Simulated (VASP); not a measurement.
# Ga8P7N (P1) in VASP: further runs

Aim: see how the results for Ga8P7N move with the level of theory and the settings. Levels: PBEsol, LDA, PBE, HF. Tasks: single point.

Everything below comes from runs of VASP 6.6.1. Logs are shortened: lines on timing, memory, paths and dates and some standing lists are left out, and cuts for length are marked.

### Step 1. The cell of the first run

The typed cell holds 16 atoms: a = 10.632 Å, b = 5.316 Å, c = 5.316 Å, α = 90.00°, β = 90.00°, γ = 90.00°.

### Step 2. Single point, PBEsol

Input file INCAR:

```
SYSTEM = Ga8P7N
  PREC = Accurate
  ENCUT = 700
  EDIFF = 1E-6
  ISMEAR = -1
  SIGMA = 0.05
  LREAL = Auto
  LASPH = .True.
  NELM = 120
  ALGO = Normal
  ISIF = 2
  LWAVE = .False.
  LCHARG = .True.
  GGA = PS
  LELF = .True.
  LVHAR = .True.
  ISYM = -1
  NBANDS = 86
  GGA_COMPAT = .False.
```

Input file KPOINTS:

```
explicit points
1
Reciprocal
  0.25000000   0.25000000   0.25000000 1
```

Input file POSCAR:

```
Ga8P7N
1.0
   10.6324800000      0.0000000000      0.0000000000
    0.0000000000      5.3162400000      0.0000000000
    0.0000000000      0.0000000000      5.3162400000
Ga P N
8 7 1
Direct
    0.0047770000      0.9960740000      0.0173190000
    0.4961780000      0.9880320000      0.0033080000
    0.2531700000      0.5067550000      0.0036550000
    0.7413510000      0.4903570000      0.9971990000
    0.2406630000      0.9854480000      0.5030280000
    0.7552750000      0.0113520000      0.5098070000
    0.0067180000      0.4952590000      0.4923000000
    0.4878090000      0.4861520000      0.5242040000
    0.1378820000      0.2444680000      0.2365610000
    0.3726320000      0.7460250000      0.2586390000
    0.8724090000      0.7475160000      0.2467420000
    0.3695540000      0.2508780000      0.7495630000
    0.8747490000      0.2222300000      0.7433730000
    0.1338190000      0.7271240000      0.7464780000
    0.6225550000      0.7408520000      0.7342490000
    0.6384190000      0.2336890000      0.2579020000
```

Potentials or basis: VASP PAW PBE potentials, release 64 (Ga_d, P, N).

The run is started by

```bash
> cat potpaw_PBE.64/Ga_d/POTCAR potpaw_PBE.64/P/POTCAR potpaw_PBE.64/N/POTCAR > POTCAR
> mpirun -np 1 vasp_std > vasp.out
```

OUTCAR:

```text
SYSTEM = Ga8P7N
   PREC = Accurate
   ENCUT = 700
   EDIFF = 1E-6
   ISMEAR = -1
   LREAL = Auto
   LASPH = .True.
   NELM = 120
   ISIF = 2
   GGA = PS
   ISYM = -1

 ion  position               nearest neighbor table
   1  0.005  0.996  0.017-   9 2.26  11 2.28  13 2.34  14 2.45
   2  0.496  0.988  0.003-  10 2.29  15 2.36  12 2.36
   3  0.253  0.507  0.004-  14 2.20   9 2.23  10 2.25  12 2.28
   4  0.741  0.490  0.997-  16 2.23  15 2.31  11 2.36  13 2.42
   5  0.241  0.985  0.503-  14 2.20   9 2.26  10 2.30  12 2.36
   6  0.755  0.011  0.510-  13 2.10  16 2.18  11 2.34  15 2.34
   7  0.007  0.495  0.492-  14 2.27  11 2.35   9 2.36  13 2.42
   8  0.488  0.486  0.524-  12 2.14  15 2.27  10 2.32
   9  0.138  0.244  0.237-   3 2.23   5 2.26   1 2.26   7 2.36
  10  0.373  0.746  0.259-   3 2.25   2 2.29   5 2.30   8 2.32
  11  0.872  0.748  0.247-   1 2.28   6 2.34   7 2.35   4 2.36
  12  0.370  0.251  0.750-   8 2.14   3 2.28   2 2.36   5 2.36
  13  0.875  0.222  0.743-   6 2.10   1 2.34   7 2.42   4 2.42
  14  0.134  0.727  0.746-   5 2.20   3 2.20   7 2.27   1 2.45
  15  0.623  0.741  0.734-   8 2.27   4 2.31   6 2.34   2 2.36
  16  0.638  0.234  0.258-   6 2.18   4 2.23

IMPORTANT INFORMATION: All symmetrisations will be switched off!
NOSYMM: (Re-)initialisation of all symmetry stuff for point group C_1.

----------------------------------------------------------------------------------------

                                     Primitive cell

  volume of cell :     300.4995

  direct lattice vectors                    reciprocal lattice vectors
    10.632480000  0.000000000  0.000000000     0.094051435  0.000000000  0.000000000
     0.000000000  5.316240000  0.000000000     0.000000000  0.188102870  0.000000000
     0.000000000  0.000000000  5.316240000     0.000000000  0.000000000  0.188102870

  length of vectors
    10.632480000  5.316240000  5.316240000     0.094051435  0.188102870  0.188102870

  position of ions in fractional coordinates (direct lattice)
     0.004777000  0.996074000  0.017319000
     0.496178000  0.988032000  0.003308000
     0.253170000  0.506755000  0.003655000
     0.741351000  0.490357000  0.997199000
     0.240663000  0.985448000  0.503028000
     0.755275000  0.011352000  0.509807000
[... 8 lines left out ...]
     0.622555000  0.740852000  0.734249000
     0.638419000  0.233689000  0.257902000

  ion indices of the primitive-cell ions
   primitive index   ion index
                 1           1
                 2           2
                 3           3
                 4           4
                 5           5
                 6           6
[... 8 lines left out ...]
                15          15
                16          16

[... 35 lines left out ...]
   ISIF   =      2    stress and relaxation
   ISYM   =     -1    0-nonsym 1-usesym 2-fastsym
   POTIM  = 0.5000    time-step for ionic-motion
   TEBEG  =    0.0;   TEEND  =   0.0 temperature during run
   PSTRESS=    0.0 pullay stress
   NELECT =     144.0000    total number of electrons
   NUPDOWN=      -1.0000    fix difference up-down
   EMIN   =  10.00;   EMAX   =-10.00  energy-range for DOS
   EFERMI =   0.00;   METHOD = LEGACY
   ISMEAR =    -1;   SIGMA  =   0.05  broadening in eV -4-tet -1-fermi 0-gaus
   EFERMI_NEDOS =   21; number of points for ismear=-14 and -15
   IALGO  =     38    algorithm
   IMIX   =      4    mixing-type and parameters
     AMIX     =   0.40;   BMIX     =  1.00
     AMIX_MAG =   1.60;   BMIX_MAG =  1.00
  volume/ion in A,a.u.               =      18.78       126.74
  Fermi-wavevector in a.u.,A,eV,Ry     =   1.281094  2.420917 22.329916  1.641202
  Thomas-Fermi vector in A             =   2.413484
   LORBIT       =      0    0 simple, 1 ext, 2 COOP (PROOUT), +10 PAW based schemes
   GGA     = PS    functional components
   LHFCALC =     F    Hartree Fock is set to
   AEXX    =    0.0000 exact exchange contribution
   IVDW    =     0    specifies the selected vdW correction
   LEPSILON=     F    determine dielectric tensor
   LRPA    =     F    only Hartree local field effects (RPA)
 non-spin polarized calculation
  energy-cutoff  :      700.00
  volume of cell :      300.50
 maximum number of plane-waves:     12652
 NGX is ok and might be reduce to    96
   NGX = 45   NGY = 23   NGZ = 23

 number of electron     144.0000013 magnetization

 Free energy of the ion-electron system (eV)
  ---------------------------------------------------
  ext. energy  EPLUGINS =         0.00000000
  ---------------------------------------------------
  free energy    TOTEN  =       -78.29209484 eV

  energy without entropy =      -78.29209483  energy(sigma->0) =      -78.29209483

 E-fermi :   5.4362     XC(G=0): -10.2495

 val. band max:        4.3727052031   @ k =   0.2500   0.2500   0.2500
 cond. band min:       6.4976408134   @ k =   0.2500   0.2500   0.2500
 fundamental gap:      2.1249356103
 Fermi energy:         5.4362184050

 k-point     1 :       0.2500    0.2500    0.2500
  band No.  band energies     occupation
      1     -10.1563      2.00000
      2     -10.1390      2.00000
      3     -10.1066      2.00000
      4     -10.0666      2.00000
      5     -10.0020      2.00000
      6      -9.9859      2.00000
[... 76 lines left out ...]
     83       9.0697      0.00000
     84       9.3747      0.00000
 [bands above 84 left out]

------------------------ aborting loop because EDIFF is reached ----------------------------------------

  FORCE on cell =-STRESS in cart. coord.  units (eV):
  Direction    XX          YY          ZZ          XY          YZ          ZX
  --------------------------------------------------------------------------------------
  -------------------------------------------------------------------------------------
  Total        4.1895441      7.4932342      7.0798824      3.4891915    -11.8987580      0.2187525
  in kB       22.3374515     39.9517822     37.7479088     18.6033714    -63.4407751      1.1663259
  external PRESSURE =      33.3457142 kB  Pullay stress =       0.0000000 kB

 VOLUME and BASIS-vectors are now :
 -----------------------------------------------------------------------------
  energy-cutoff  :      700.00
  volume of cell :      300.50
      direct lattice vectors                 reciprocal lattice vectors
    10.632480000  0.000000000  0.000000000     0.094051435  0.000000000  0.000000000
     0.000000000  5.316240000  0.000000000     0.000000000  0.188102870  0.000000000
     0.000000000  0.000000000  5.316240000     0.000000000  0.000000000  0.188102870

 POSITION                                       TOTAL-FORCE (eV/Angst)
 -----------------------------------------------------------------------------------
      0.05079      5.29537      0.09207        -0.017388     -0.490110     -1.060067
      5.27560      5.25262      0.01759         1.954149      1.320360      0.741949
      2.69182      2.69403      0.01943         0.864315     -0.333025      0.025988
      7.88240      2.60686      5.30135        -0.190143     -1.709706      1.455768
      2.55884      5.23888      2.67422         1.249195      0.696798     -0.118980
      8.03045      0.06035      2.71026        -2.536290     -0.376138     -3.071187
[... 8 lines left out ...]
      6.61930      3.93855      3.90344        -0.228098      0.280992      0.558590
      6.78798      1.24235      1.37107        -0.896725      0.335824     -0.349364
 -----------------------------------------------------------------------------------
    total drift:                               -0.006151     -0.011511     -0.000034

  FREE ENERGIE OF THE ION-ELECTRON SYSTEM (eV)
  ---------------------------------------------------
  free  energy   TOTEN  =       -78.2920948361 eV

  energy  without entropy=      -78.2920948334  energy(sigma->0) =      -78.29209483
```

OSZICAR:

```text
N       E                     dE             d eps       ncg     rms          rms(c)
DAV:   1     0.185332173147E+04    0.18533E+04   -0.70826E+04   188   0.305E+03
DAV:   2     0.378667583990E+03   -0.14747E+04   -0.14102E+04   172   0.881E+02
DAV:   3    -0.342149665730E+02   -0.41288E+03   -0.38310E+03   210   0.276E+02
DAV:   4    -0.794264647637E+02   -0.45211E+02   -0.44272E+02   192   0.875E+01
DAV:   5    -0.823998791328E+02   -0.29734E+01   -0.29388E+01   248   0.226E+01    0.144E+01
DAV:   6    -0.786890052646E+02    0.37109E+01   -0.11010E+01   272   0.302E+01    0.909E+00
DAV:   7    -0.783809576303E+02    0.30805E+00   -0.41043E+00   200   0.111E+01    0.498E+00
DAV:   8    -0.783186908365E+02    0.62267E-01   -0.15201E+00   224   0.943E+00    0.209E+00
DAV:   9    -0.782866264540E+02    0.32064E-01   -0.21294E-01   224   0.488E+00    0.864E-01
DAV:  10    -0.782906582749E+02   -0.40318E-02   -0.10241E-01   184   0.249E+00    0.352E-01
DAV:  11    -0.782915646470E+02   -0.90637E-03   -0.19222E-02   232   0.234E+00    0.177E-01
DAV:  12    -0.782918437770E+02   -0.27913E-03   -0.46918E-03   224   0.828E-01    0.737E-02
DAV:  13    -0.782920791373E+02   -0.23536E-03   -0.23152E-03   224   0.346E-01    0.361E-02
DAV:  14    -0.782920862391E+02   -0.71018E-05   -0.22252E-04   264   0.262E-01    0.275E-02
DAV:  15    -0.782920917048E+02   -0.54657E-05   -0.44492E-05   184   0.732E-02    0.102E-02
DAV:  16    -0.782920946188E+02   -0.29140E-05   -0.24908E-05   200   0.736E-02    0.438E-03
DAV:  17    -0.782920948361E+02   -0.21726E-06   -0.58847E-06   144   0.316E-02
   1 F= -.78292095E+02 E0= -.78292095E+02  d E =-.264514E-08
```

stdout:

```text
POSCAR found type information on POSCAR GaP N
 POSCAR found :  3 types and      16 ions
 scaLAPACK will be used
 -----------------------------------------------------------------------------
|                                                                             |
|                                                                             |
|     You enforced a specific xc type in the INCAR file but a different       |
|     I HOPE YOU KNOW WHAT YOU ARE DOING!                                     |
|                                                                             |
 -----------------------------------------------------------------------------

 LDA part: xc-table for (Slater+PW92), standard interpolation
 POSCAR, INCAR and KPOINTS ok, starting setup
 FFT: planning ... GRIDC
 FFT: planning ... GRID_SOFT
 FFT: planning ... GRID
 WAVECAR not read
 entering main loop
```

Wall time 2.4 min (1 thread of AMD EPYC 7R43 (Zen 3), shared host); peak memory 0.44 GiB.

What came out:

```
Free energy   : -78.2921 eV
Pressure      : 3.3 GPa
Largest force : 4.001 eV/Å
```

Forces on the atoms (eV/Å):
```
Ga  -0.017 -0.490 -1.060
Ga   1.954  1.320  0.742
Ga   0.864 -0.333  0.026
Ga  -0.190 -1.710  1.456
Ga   1.249  0.697 -0.119
Ga  -2.536 -0.376 -3.071
Ga  -0.665 -0.569 -0.109
Ga   2.556  0.110 -2.604
P   -1.275  0.022  0.718
P    0.341 -0.039  0.225
P   -0.096 -0.480  0.420
P   -0.662 -1.949  1.133
P    1.528  2.318  1.557
P   -1.926  0.863  0.477
P   -0.228  0.281  0.559
N   -0.897  0.336 -0.349
```

Caveat: the cell stands under pressure; the PAW data sets were made with another functional, which shifts forces and pressure a little.

(Part 1 of 2 ends here.)
